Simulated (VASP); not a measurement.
Runs of VASP 6.6.1 on KCl. The structure is that of space group I4/mmm (No. 139), or close to it. The cells are those of the table. 

| cell | gap on the mesh (eV) | pressure (GPa) |
| --- | --- | --- |
| a = 4.970, b = 4.970, c = 3.899 Å, angles 66.9, 66.9, 46.2°, 2 atoms | 4.60 | 7.9 |
| a = 4.743, b = 4.743, c = 4.090 Å, angles 64.5, 64.5, 51.1°, 2 atoms | 4.89 | 3.8 |
| a = 4.348, b = 4.348, c = 4.849 Å, angles 56.1, 56.1, 67.8°, 2 atoms | 4.59 | 4.8 |
| a = 4.870, b = 4.870, c = 3.977 Å, angles 65.9, 65.9, 48.2°, 2 atoms | (c) | 6.0 |
| a = 4.373, b = 4.373, c = 4.712 Å, angles 57.4, 57.4, 65.2°, 2 atoms | 4.92 | 2.3 |
| a = 4.339, b = 4.339, c = 5.010 Å, angles 54.7, 54.7, 70.5°, 2 atoms | 3.93 | 9.9 |
| a = 4.639, b = 4.639, c = 4.200 Å, angles 63.1, 63.1, 53.8°, 2 atoms | 5.01 | 2.2 |
| a = 4.545, b = 4.545, c = 4.324 Å, angles 61.6, 61.6, 56.8°, 2 atoms | 5.11 | 1.1 |
| a = 4.345, b = 4.345, c = 5.153 Å, angles 53.6, 53.6, 72.7°, 2 atoms | 3.05 | 16.4 |
| a = 4.435, b = 4.435, c = 4.525 Å, angles 59.3, 59.3, 61.3°, 2 atoms | 5.13 | 0.7 |
| a = 4.409, b = 4.409, c = 4.589 Å, angles 58.6, 58.6, 62.7°, 2 atoms | (b) | (a) |

Alike in all rows: task single point; level PBE; potentials or basis VASP PAW PBE potentials, release 64 (K_sv, Cl); no spin polarisation; k mesh 8 × 8 × 8; cutoff (eV) 520; smearing gaussian 0.05 eV.

**Question.** Fill in the values left out.

**Answer.** (a) 1.0; (b) 5.08; (c) 4.73.

Caveats: the cell stands under pressure (at least some runs).

A k mesh can miss the band edges.
